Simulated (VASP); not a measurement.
Input of a VASP 6.6.1 run:

Contents of INCAR:

```
PREC = Accurate
ENCUT = 520
EDIFF = 1E-6
ISMEAR = 0
SIGMA = 0.15
LREAL = False
LASPH = True
NELM = 80
ALGO = Fast
ISIF = 2
LWAVE = False
LCHARG = False
GGA = PE
NBANDS = 12
```

The input KPOINTS:

```
regular mesh
0
Gamma
  20 20 20
```

POSCAR

```
Ta
1.0
   -1.5218624759      1.5218624759      2.0520793624
    1.5218624759     -1.5218624759      2.0520793624
    1.5218624759      1.5218624759     -2.0520793624
Ta
1
Direct
    0.0000000000      0.0000000000      0.0000000000
```

Potentials or basis: VASP PAW PBE potentials, release 64 (Ta_pv).

Launch:

```bash
$ cat potpaw_PBE.64/Ta_pv/POTCAR > POTCAR
$ mpirun -np 1 vasp_std > vasp.out
```

Problem. Estimate the pressure.

Solution. -2.2 GPa.

Stress tensor (GPa, compression positive):
```
 0.03  0.00  0.00
 0.00  0.03  0.00
 0.00  0.00 -6.57
```
